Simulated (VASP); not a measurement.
A run of VASP 6.6.1:

The input INCAR:

```
SYSTEM = SiSbTe3
PREC = Accurate ; ENCUT = 520
EDIFF = 1E-6 ; ISMEAR = 0
SIGMA = 0.1 ; LREAL = .False.
LASPH = .True. ; NELM = 100
ALGO = Normal ; ISIF = 2
LWAVE = .False. ; LCHARG = .True.
GGA = PE ; LELF = .True.
LVHAR = .True. ; NBANDS = 22
```

The input KPOINTS:

```
Automatic mesh
0
Gamma
  4 4 4
  0 0 0
```

File POSCAR:

```
SiSbTe3
1.0
    5.3739715500      0.0000000000      0.0000000000
    0.0000000000      5.3739715500      0.0000000000
    0.0000000000      0.0000000000      5.3739715500
Si Sb Te
1 1 3
Direct
    0.0000000000      0.0000000000      0.0000000000
    0.5000000000      0.5000000000      0.5000000000
    0.5000000000      0.0000000000      0.0000000000
    0.0000000000      0.5000000000      0.0000000000
    0.0000000000      0.0000000000      0.5000000000
```

Potentials or basis: VASP PAW PBE potentials, release 64 (Si, Sb, Te).

Command:

```bash
$ cat potpaw_PBE.64/Si/POTCAR potpaw_PBE.64/Sb/POTCAR potpaw_PBE.64/Te/POTCAR > POTCAR
$ mpirun -np 1 vasp_std > vasp.out
```

Hardware: 1 thread of Intel(R) Xeon(R) Platinum 8259CL CPU @ 2.50GHz (Skylake/Cascade Lake), on a shared host.

Task: Estimate the wall time of this run.

Result: Run time: 28 s on 1 thread of Intel(R) Xeon(R) Platinum 8259CL CPU @ 2.50GHz (Skylake/Cascade Lake) (shared host), peak memory 0.25 GiB. Counts: scf iterations 13, k points 10.
